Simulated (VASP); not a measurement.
Here is a VASP 6.6.1 calculation.

File INCAR:

```
ALGO     = Normal         # electronic algorithm
EDIFF    = 1E-6           # SCF threshold, eV
ENCUT    = 520            # plane-wave cutoff, eV
GGA      = PS             # functional
ISIF     = 2              # what is computed and relaxed
ISMEAR   = -1             # smearing method
LASPH    = True           # aspherical terms in the spheres
LCHARG   = False          # write CHGCAR
LREAL    = False          # projectors in reciprocal space
LWAVE    = False          # write WAVECAR
NBANDS   = 36             # bands
NELM     = 100            # most SCF steps
PREC     = Accurate       # precision mode
SIGMA    = 0.03           # smearing width, eV
```

The input KPOINTS:

```
k-points
0
Gamma
  8 8 8
```

File POSCAR:

```
Na2ZnF4
1.0
   -1.9956244841      1.9956244841      5.8423358777
    1.9956244841     -1.9956244841      5.8423358777
    1.9956244841      1.9956244841     -5.8423358777
Na Zn F
2 1 4
Direct
    0.6438697626      0.6438697626      0.0000000000
    0.3561302374      0.3561302374      0.0000000000
    0.0000000000      0.0000000000      0.0000000000
    0.0000000000      0.5000000000      0.5000000000
    0.5000000000      0.0000000000      0.5000000000
    0.8300388758      0.8300388758      0.0000000000
    0.1699611242      0.1699611242      0.0000000000
```

Potentials or basis: VASP PAW PBE potentials, release 64 (Na_pv, Zn, F).

Run with:

```bash
$ cat potpaw_PBE.64/Na_pv/POTCAR potpaw_PBE.64/Zn/POTCAR potpaw_PBE.64/F/POTCAR > POTCAR
$ mpirun -np 1 vasp_std > vasp.out
```

(1) What does it give for the pressure?

(2) Estimate the largest force.

(3) What does it give for the band gap on the k mesh?

## Answers

(1) 0.2 GPa.

(2) 0.053 eV/Å.

(3) 3.70 eV (least direct gap 5.19 eV).

Caveat: the PAW data sets were made with another functional, which shifts forces and pressure a little.
